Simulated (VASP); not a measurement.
A run of VASP 6.6.1 is set up as follows.

File POSCAR:

```
Cu
1.0
    0.0000000000      1.8210299446      1.8210299446
    1.8210299446      0.0000000000      1.8210299446
    1.8210299446      1.8210299446      0.0000000000
Cu
1
Direct
    0.0000000000      0.0000000000      0.0000000000
```

INCAR.step1

```
SYSTEM = Cu
PREC = Accurate
ENCUT = 610
EDIFF = 1E-5
ISMEAR = -1
SIGMA = 0.1
LREAL = .False.
LASPH = .True.
NELM = 120
ALGO = Normal
ISIF = 2
LWAVE = .True.
NBANDS = 16
GGA = PE
GGA_COMPAT = .False.
```

INCAR.step2

```
SYSTEM = Cu
PREC = Accurate
ENCUT = 610
EDIFF = 1E-6
ISMEAR = -1
SIGMA = 0.1
LREAL = .False.
LASPH = .True.
NELM = 120
ALGO = Normal
ISIF = 2
LWAVE = .False.
LCHARG = .True.
GGA = PE
LHFCALC = .True.
HFSCREEN = 0.2079
PRECFOCK = Normal
LELF = .True.
LVHAR = .True.
NBANDS = 16
ISTART = 1
GGA_COMPAT = .False.
```

Contents of KPOINTS:

```
Automatic mesh
0
Gamma
  6 6 6
  0 0 0
```

Potentials or basis: VASP PAW PBE potentials, release 64 (Cu_sv_GW).

Command:

```bash
$ cat potpaw_PBE.64/Cu_sv_GW/POTCAR > POTCAR
$ cp INCAR.step1 INCAR
$ mpirun -np 1 vasp_std > vasp.out
$ cp INCAR.step2 INCAR
$ mpirun -np 1 vasp_std > vasp.out
```

Predict the band gap on the k mesh.

zero (an odd number of electrons rules out a gap without spin polarisation).

Predict the pressure.

-5.2 GPa.

Caveat: the k points lie up to 0.50 Å⁻¹ apart, too coarse for converged energies and pressures of a metal; the PAW data sets were made with another functional, which shifts forces and pressure a little.
